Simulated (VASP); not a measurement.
Rb, 1 atom in the cell. Symmetry: I4/mmm, No. 139, tetragonal system. The conventional cell has a = 5.444 Å, b = 5.444 Å, c = 5.696 Å, α = 90.00°, β = 90.00°, γ = 90.00°.  This cell differs from its parent crystal: strain -0.030 along x and y, +0.015 along z.

```yaml
Program: VASP 6.6.1
Task: single point
Functional: PBE
Potentials_or_basis: VASP PAW PBE potentials, release 64 (Rb_sv)
Cutoff: 520 eV
k_mesh: 12 × 12 × 12
Occupations: gaussian, width 0.15 eV
Spin: no spin polarisation
Dipole_correction: no
Further_INCAR_settings: ALGO = Fast; EDIFF = 1e-07; NBANDS = 10
```

Potentials or basis: VASP PAW PBE potentials, release 64 (Rb_sv).

Command:

```sh
$ cat potpaw_PBE.64/Rb_sv/POTCAR > POTCAR
$ mpirun -np 1 vasp_std > vasp.out
```

Hardware: 1 thread of Intel(R) Xeon(R) 6975P-C (Granite Rapids) (shared host).

Q: How long does it take, and how much memory?

A: Wall time 64 s on 1 thread of Intel(R) Xeon(R) 6975P-C (Granite Rapids), with other jobs on the host, peak memory 0.28 GiB. Counts: scf iterations 13, k points 163.
